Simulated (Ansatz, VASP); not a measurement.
# Si in VASP and in Ansatz

File INCAR:

```
PREC = Accurate ; ENCUT = 600
EDIFF = 1E-6 ; ISMEAR = 0
SIGMA = 0.01 ; LREAL = False
LASPH = True ; NELM = 80
ALGO = Normal ; ISIF = 3
LWAVE = False ; LCHARG = False
GGA = PS ; IBRION = 2
NSW = 80 ; EDIFFG = -0.001
```

File KPOINTS:

```
Automatic mesh
0
Gamma
  12 12 12
```

Contents of POSCAR:

```
Si
1.0
    0.0000000000      2.7167311791      2.7167311791
    2.7167311791      0.0000000000      2.7167311791
    2.7167311791      2.7167311791      0.0000000000
Si
2
Direct
    0.5000000000      0.5000000000      0.5000000000
    0.7500000000      0.7500000000      0.7500000000
```

Input for Ansatz:

```yaml
crystal:
  lattice:
    - [0.0, 2.7167311786, 2.7167311786]
    - [2.7167311786, 0.0, 2.7167311786]
    - [2.7167311786, 2.7167311786, 0.0]
  atoms:
    - { symbol: Si, position: [0.5, 0.5, 0.5] }
    - { symbol: Si, position: [0.75, 0.75, 0.75] }
basis:
  ecutwfc: 420
kpoints:
  mp_grid: { grid: [12, 12, 12] }
hamiltonian:
  xc: pbesol
  pseudopotentials: { kind: paw, azcp: { folder: soft_1 } }
scf:
  occupations: { method: fixed }
output:
  forces: true
  stress: true
  eigenvalues: true
  write_density: true
  write_potential: true
  elf: true
  volumetric_format: npy
relax:
  adjacent_minimum: "off"
  f_tol: 0.001
  max_steps: 60
  cell: { stress_tol: 0.01 }
```

Alike in both runs: task relaxation of cell and atoms; functional PBEsol; k mesh 12 × 12 × 12; no spin polarisation.

|  | VASP | Ansatz |
| --- | --- | --- |
| version | VASP 6.6.1 | Ansatz 0.2.0 |
| potentials or method | VASP PAW PBE potentials, release 64 (Si), cutoff 600 eV | scalar-relativistic, plane waves, PAW |
| occupations | gaussian, width 0.01 eV | fixed |
| valence electrons in the cell | 8 | 8 |

```tsv
	VASP	Ansatz	Ansatz less VASP
gap on the k mesh at the Fermi level, each at its own relaxed structure (eV)	0.46	0.47	+0.004
relaxed volume (Å³/atom)	20.08	20.05	-0.026
relaxed cell length with the largest relative difference (Å)	3.844	3.842	-0.0017
```

VASP's potentials were made for PBE, not for PBEsol, and Ansatz warns of the same on its side.
